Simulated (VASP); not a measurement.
# Nb16O (a cell with a defect) in VASP: single point with PBE

Aim: the single point of Nb16O (a cell with a defect) with PBE.

All numbers are computed with VASP 6.6.1; they aren't measurements. Logs are shortened: lines on timing, memory, paths and dates and some standing lists are left out, and cuts for length are marked.

### Step 1. The cell of the first run

The cell holds a defect, 17 atoms: a = 6.600 Å, b = 6.600 Å, c = 6.600 Å, α = 90.00°, β = 90.00°, γ = 90.00°.

### Step 2. Single point, PBE

Input file INCAR:

```
  PREC = Accurate
  ENCUT = 520
  EDIFF = 1E-7
  ISMEAR = 0
  SIGMA = 0.05
  LREAL = Auto
  LASPH = T
  NELM = 100
  ALGO = Normal
  ISIF = 2
  LWAVE = F
  LCHARG = F
  GGA = PE
  NBANDS = 121
```

Input file KPOINTS:

```
regular mesh
0
Gamma
  3 3 3
```

Input file POSCAR:

```
Nb16O
1.0
    6.6000000000      0.0000000000      0.0000000000
    0.0000000000      6.6000000000      0.0000000000
    0.0000000000      0.0000000000      6.6000000000
Nb O
16 1
Direct
    0.0015009302      0.0070156532     -0.0008726149
    0.4998411036      0.0071192735     -0.0009065203
    0.0452656658      0.5073269384     -0.0008678076
   -0.0041829724      0.0071699273      0.4991892372
    0.2505433152      0.2503604257      0.2558747423
    0.4560114056      0.5073007236     -0.0007683133
    0.5054833180      0.0071702547      0.4990760658
    0.7505704031      0.2577476374      0.2484803447
    0.0013953286      0.5070155848      0.4991301663
    0.2506387207      0.7637427856      0.2557662152
    0.2506003973      0.2505796574      0.7424947709
    0.4999621523      0.5068704346      0.4991281829
    0.7505773349      0.7562741018      0.2484167295
    0.7506249737      0.2578141021      0.7499252911
    0.2507091180      0.7637086881      0.7424881518
    0.7506430346      0.7563859270      0.7499014686
    0.7506030409      0.5073706147      0.9991317097
```

Potentials or basis: VASP PAW PBE potentials, release 64 (Nb_sv, O).

Command:

```console
$ cat potpaw_PBE.64/Nb_sv/POTCAR potpaw_PBE.64/O/POTCAR > POTCAR
$ mpirun -np 1 vasp_std > vasp.out
```

OUTCAR:

```text
PREC = Accurate
   ENCUT = 520
   EDIFF = 1E-7
   ISMEAR = 0
   LREAL = Auto
   LASPH = T
   NELM = 100
   ISIF = 2
   GGA = PE

 ion  position               nearest neighbor table
   1  0.002  0.007  0.999-  10 2.85   5 2.86  15 2.86  11 2.86  16 2.86  14 2.86  13 2.86   8 2.86

   2  0.500  0.007  0.999-  15 2.86  10 2.86  11 2.86   5 2.86  14 2.86  16 2.86   8 2.86  13 2.86

   3  0.045  0.507  0.999-  17 1.94   6 2.71  10 2.75  15 2.75  11 2.75   5 2.75  16 3.03  13 3.03
                            14 3.03   8 3.03
   4  0.996  0.007  0.499-   5 2.83  11 2.83  15 2.83  10 2.83   8 2.84  14 2.84  16 2.85  13 2.85

   5  0.251  0.250  0.256-   3 2.75   6 2.75   4 2.83   7 2.83   9 2.85   1 2.86  12 2.86   2 2.86

   6  0.456  0.507  0.999-  17 1.94   3 2.71  10 2.75  15 2.75  11 2.75   5 2.75  13 3.03  16 3.03
                             8 3.03  14 3.03
   7  0.505  0.007  0.499-   5 2.83  10 2.83  15 2.83  11 2.83   8 2.84  14 2.85  13 2.85  16 2.85

   8  0.751  0.258  0.248-  17 2.33   7 2.84   4 2.84  12 2.86   9 2.86   2 2.86   1 2.86   6 3.03
                             3 3.03
   9  0.001  0.507  0.499-  11 2.85   5 2.85  10 2.86  15 2.86   8 2.86  14 2.86  13 2.86  16 2.86

  10  0.251  0.764  0.256-   6 2.75   3 2.75   7 2.83   4 2.83   1 2.85   2 2.86   9 2.86  12 2.86

  11  0.251  0.251  0.742-   3 2.75   6 2.75   4 2.83   7 2.83   9 2.85  12 2.85   1 2.86   2 2.86

  12  0.500  0.507  0.499-  11 2.85   5 2.86  15 2.86  10 2.86   8 2.86  14 2.86  13 2.86  16 2.86

  13  0.751  0.756  0.248-  17 2.32   7 2.85   4 2.85  12 2.86   9 2.86   2 2.86   1 2.86   6 3.03
                             3 3.03
  14  0.751  0.258  0.750-  17 2.33   4 2.84   7 2.85  12 2.86   2 2.86   9 2.86   1 2.86   3 3.03
                             6 3.03
  15  0.251  0.764  0.742-   3 2.75   6 2.75   7 2.83   4 2.83   2 2.86   1 2.86   9 2.86  12 2.86

  16  0.751  0.756  0.750-  17 2.33   4 2.85   7 2.85   1 2.86   2 2.86   9 2.86  12 2.86   3 3.03
                             6 3.03
  17  0.751  0.507  0.999-   6 1.94   3 1.94  13 2.32  16 2.33  14 2.33   8 2.33

  LATTYP: Found a simple cubic cell.
 ALAT       =     6.6000000000

  Lattice vectors:

 A1 = (   6.6000000000,   0.0000000000,   0.0000000000)
 A2 = (   0.0000000000,   6.6000000000,   0.0000000000)
 A3 = (   0.0000000000,   0.0000000000,   6.6000000000)

Analysis of symmetry for initial positions (statically):
=====================================================================
 Subroutine PRICEL returns:
 Original cell was already a primitive cell.

 Routine SETGRP: Setting up the symmetry group for a
 simple cubic supercell.

 Subroutine GETGRP returns: Found  1 space group operations
 (whereof  1 operations were pure point group operations)
 out of a pool of 48 trial point group operations.

The static configuration has the point symmetry C_1 .

Analysis of symmetry for dynamics (positions and initial velocities):
=====================================================================
 Subroutine PRICEL returns:
 Original cell was already a primitive cell.

 Routine SETGRP: Setting up the symmetry group for a
 simple cubic supercell.

 Subroutine GETGRP returns: Found  1 space group operations
 (whereof  1 operations were pure point group operations)
 out of a pool of 48 trial point group operations.

The dynamic configuration has the point symmetry C_1 .

 Subroutine INISYM returns: Found  1 space group operations
 (whereof  1 operations are pure point group operations),
 and found     1 'primitive' translations

----------------------------------------------------------------------------------------

                                     Primitive cell

  volume of cell :     287.4960

  direct lattice vectors                    reciprocal lattice vectors
     6.600000000  0.000000000  0.000000000     0.151515152  0.000000000  0.000000000
     0.000000000  6.600000000  0.000000000     0.000000000  0.151515152  0.000000000
     0.000000000  0.000000000  6.600000000     0.000000000  0.000000000  0.151515152

  length of vectors
     6.600000000  6.600000000  6.600000000     0.151515152  0.151515152  0.151515152

  position of ions in fractional coordinates (direct lattice)
     0.001500930  0.007015653  0.999127385
     0.499841104  0.007119274  0.999093480
     0.045265666  0.507326938  0.999132192
     0.995817028  0.007169927  0.499189237
     0.250543315  0.250360426  0.255874742
     0.456011406  0.507300724  0.999231687
[... 9 lines left out ...]
     0.750643035  0.756385927  0.749901469
     0.750603041  0.507370615  0.999131710

  ion indices of the primitive-cell ions
   primitive index   ion index
                 1           1
                 2           2
                 3           3
                 4           4
                 5           5
                 6           6
[... 9 lines left out ...]
                16          16
                17          17

----------------------------------------------------------------------------------------

 KPOINTS: regular mesh

Automatic generation of k-mesh.
 Grid dimensions read from file:
 generate k-points for:    3    3    3

 Generating k-lattice:

  Cartesian coordinates                     Fractional coordinates (reciprocal lattice)
     0.050505051  0.000000000  0.000000000     0.333333333  0.000000000  0.000000000
     0.000000000  0.050505051  0.000000000     0.000000000  0.333333333  0.000000000
     0.000000000  0.000000000  0.050505051     0.000000000  0.000000000  0.333333333

  Length of vectors
     0.050505051  0.050505051  0.050505051

  Shift w.r.t. Gamma in fractional coordinates (k-lattice)
     0.000000000  0.000000000  0.000000000

 Subroutine IBZKPT returns following result:
 ===========================================

 Found     14 irreducible k-points:

 Following reciprocal coordinates:
            Coordinates               Weight
  0.000000  0.000000  0.000000      1.000000
  0.333333  0.000000  0.000000      2.000000
  0.000000  0.333333  0.000000      2.000000
  0.000000  0.000000  0.333333      2.000000
  0.333333  0.333333  0.000000      2.000000
  0.000000  0.333333  0.333333      2.000000
  0.333333  0.000000  0.333333      2.000000
 -0.333333  0.333333  0.000000      2.000000
 -0.333333  0.000000  0.333333      2.000000
  0.000000 -0.333333  0.333333      2.000000
  0.333333  0.333333  0.333333      2.000000
 -0.333333  0.333333  0.333333      2.000000
 -0.333333 -0.333333  0.333333      2.000000
  0.333333 -0.333333  0.333333      2.000000
   k-points           NKPTS =     14   k-points in BZ     NKDIM =     14   number of bands    NBANDS=    121
   number of dos      NEDOS =    301   number of ions     NIONS =     17
   total plane-waves  NPLWV = 125000
   dimension x,y,z NGX =    50 NGY =   50 NGZ =   50
   dimension x,y,z NGXF=   100 NGYF=  100 NGZF=  100
   ions per type =              16   1
   NGX,Y,Z   is equivalent  to a cutoff of  12.59, 12.59, 12.59 a.u.
   NGXF,Y,Z  is equivalent  to a cutoff of  25.19, 25.19, 25.19 a.u.
 SYSTEM =  unknown system
   PREC   = accura    normal or accurate (medium, high low for compatibility)
   ISTART =      0    job   : 0-new  1-cont  2-samecut
   ICHARG =      2    charge: 1-file 2-atom 10-const
   ISPIN  =      1    spin polarized calculation?
   LNONCOLLINEAR =      F non collinear calculations
   LSORBIT =      F    spin-orbit coupling
   LASPH  =      T    aspherical Exc in radial PAW
   ENCUT  =  520.0 eV  38.22 Ry    6.18 a.u.  12.27 12.27 12.27*2*pi/ulx,y,z
   NELM   =    100;   NELMIN=  2; NELMDL= -5     # of ELM steps
   EDIFF  = 0.1E-06   stopping-criterion for ELM
   LREAL  =      T    real-space projection
   EDIFFG = 0.1E-05   stopping-criterion for IOM
   NSW    =      0    number of steps for IOM
   IBRION =     -1    ionic relax: 0-MD 1-quasi-New 2-CG
   NFREE  =      0    steps in history (QN), initial steepest desc. (CG)
   ISIF   =      2    stress and relaxation
   ISYM   =      2    0-nonsym 1-usesym 2-fastsym
   POTIM  = 0.5000    time-step for ionic-motion
   TEBEG  =    0.0;   TEEND  =   0.0 temperature during run
   PSTRESS=    0.0 pullay stress
   NELECT =     214.0000    total number of electrons
   NUPDOWN=      -1.0000    fix difference up-down
   EMIN   =  10.00;   EMAX   =-10.00  energy-range for DOS
   EFERMI =   0.00;   METHOD = LEGACY
   ISMEAR =     0;   SIGMA  =   0.05  broadening in eV -4-tet -1-fermi 0-gaus
   EFERMI_NEDOS =   21; number of points for ismear=-14 and -15
   IALGO  =     38    algorithm
   IMIX   =      4    mixing-type and parameters
     AMIX     =   0.40;   BMIX     =  1.00
     AMIX_MAG =   1.60;   BMIX_MAG =  1.00
  volume/ion in A,a.u.               =      16.91       114.12
  Fermi-wavevector in a.u.,A,eV,Ry     =   1.483664  2.803718 29.949935  2.201258
  Thomas-Fermi vector in A             =   2.597297
   LORBIT       =      0    0 simple, 1 ext, 2 COOP (PROOUT), +10 PAW based schemes
   GGA     = PE    functional components
   LHFCALC =     F    Hartree Fock is set to
   AEXX    =    0.0000 exact exchange contribution
   IVDW    =     0    specifies the selected vdW correction
   LEPSILON=     F    determine dielectric tensor
   LRPA    =     F    only Hartree local field effects (RPA)
 non-spin polarized calculation
 Gauss-broadening in eV      SIGMA  =   0.05
  energy-cutoff  :      520.00
  volume of cell :      287.50
 maximum number of plane-waves:      7809
 NGX is ok and might be reduce to    50
   NGX = 25   NGY = 25   NGZ = 25

 number of electron     214.0000009 magnetization

 Free energy of the ion-electron system (eV)
  ---------------------------------------------------
  ext. energy  EPLUGINS =         0.00000000
  ---------------------------------------------------
  free energy    TOTEN  =      -171.66766724 eV

  energy without entropy =     -171.65432299  energy(sigma->0) =     -171.66099511

 E-fermi :  11.6016     XC(G=0): -12.6248

 val. band max:       11.5744690239   @ k =   0.0000   0.3333   0.0000
 cond. band min:      11.6096402416   @ k =   0.0000   0.0000   0.0000
 fundamental gap:      0.0351712177
 Fermi energy:        11.6016243823

 k-point     1 :       0.0000    0.0000    0.0000
  band No.  band energies     occupation
      1     -43.0049      2.00000
      2     -42.8925      2.00000
      3     -42.8852      2.00000
      4     -42.8849      2.00000
      5     -42.8645      2.00000
      6     -42.8098      2.00000
[... 111 lines left out ...]
    118      13.5562      0.00000
    119      13.6199      0.00000

 k-point     2 :       0.3333    0.0000    0.0000
  band No.  band energies     occupation
      1     -42.9817      2.00000
      2     -42.9231      2.00000
      3     -42.8850      2.00000
      4     -42.8847      2.00000
      5     -42.8643      2.00000
      6     -42.8021      2.00000
[... 1459 lines left out ...]
      2     -42.9188      2.00000
      3     -42.8994      2.00000
      4     -42.8929      2.00000
      5     -42.8789      2.00000
      6     -42.7971      2.00000
[... 111 lines left out ...]
    118      13.7252      0.00000
    119      13.8544      0.00000
 [bands above 119 left out]

------------------------ aborting loop because EDIFF is reached ----------------------------------------

  FORCE on cell =-STRESS in cart. coord.  units (eV):
  Direction    XX          YY          ZZ          XY          YZ          ZX
  --------------------------------------------------------------------------------------
  -------------------------------------------------------------------------------------
  Total       21.2192269      7.0005234      6.9950464     -0.0014534      0.0079361     -0.0000925
  in kB      118.2519556     39.0129944     38.9824719     -0.0080994      0.0442269     -0.0005154
  external PRESSURE =      65.4158073 kB  Pullay stress =       0.0000000 kB

 VOLUME and BASIS-vectors are now :
 -----------------------------------------------------------------------------
  energy-cutoff  :      520.00
  volume of cell :      287.50
      direct lattice vectors                 reciprocal lattice vectors
     6.600000000  0.000000000  0.000000000     0.151515152  0.000000000  0.000000000
     0.000000000  6.600000000  0.000000000     0.000000000  0.151515152  0.000000000
     0.000000000  0.000000000  6.600000000     0.000000000  0.000000000  0.151515152

 POSITION                                       TOTAL-FORCE (eV/Angst)
 -----------------------------------------------------------------------------------
      0.00991      0.04630      6.59424        -0.002461      0.010172      0.001108
      3.29895      0.04699      6.59402        -0.005323      0.001229      0.003461
      0.29875      3.34836      6.59427        -0.039461     -0.015858      0.004312
      6.57239      0.04732      3.29465         0.003952     -0.009933     -0.002428
      1.65359      1.65238      1.68877         0.003470      0.010503     -0.011223
      3.00968      3.34818      6.59493         0.029246     -0.018879     -0.002954
[... 9 lines left out ...]
      4.95424      4.99215      4.94935         0.001384     -0.005189      0.002912
      4.95398      3.34865      6.59427         0.009149     -0.008671      0.001707
 -----------------------------------------------------------------------------------
    total drift:                               -0.001394      0.003402      0.005161

  FREE ENERGIE OF THE ION-ELECTRON SYSTEM (eV)
  ---------------------------------------------------
  free  energy   TOTEN  =      -171.6676672396 eV

  energy  without entropy=     -171.6543229894  energy(sigma->0) =     -171.66099511
```

Run time: 31 min. Hardware: 1 thread of Intel Xeon 8259CL, shared host; peak memory 0.53 GiB.

Results:

```
Free energy            : -171.6677 eV
Pressure               : 6.5 GPa
Largest force          : 0.043 eV/Å
Band gap on the k mesh : zero (bands 107 and 108 overlap by 1.13 eV)
```

Forces in eV/Å, atoms in the order of the input:
```
Nb  -0.002  0.010  0.001
Nb  -0.005  0.001  0.003
Nb  -0.039 -0.016  0.004
Nb   0.004 -0.010 -0.002
Nb   0.003  0.011 -0.011
Nb   0.029 -0.019 -0.003
Nb  -0.009 -0.010  0.007
Nb   0.005  0.012 -0.015
Nb   0.006  0.004  0.003
Nb   0.001  0.004  0.007
Nb   0.004 -0.007  0.003
Nb  -0.015  0.013  0.003
Nb   0.007  0.001 -0.006
Nb   0.001  0.011  0.008
Nb   0.000  0.009 -0.007
Nb   0.001 -0.005  0.003
O    0.009 -0.009  0.002
```

Stress tensor (GPa, compression positive):
```
11.83  0.00  0.00
 0.00  3.90  0.00
 0.00  0.00  3.90
```

The gap in the log of VASP goes by the Fermi energy; the results here count the filled bands.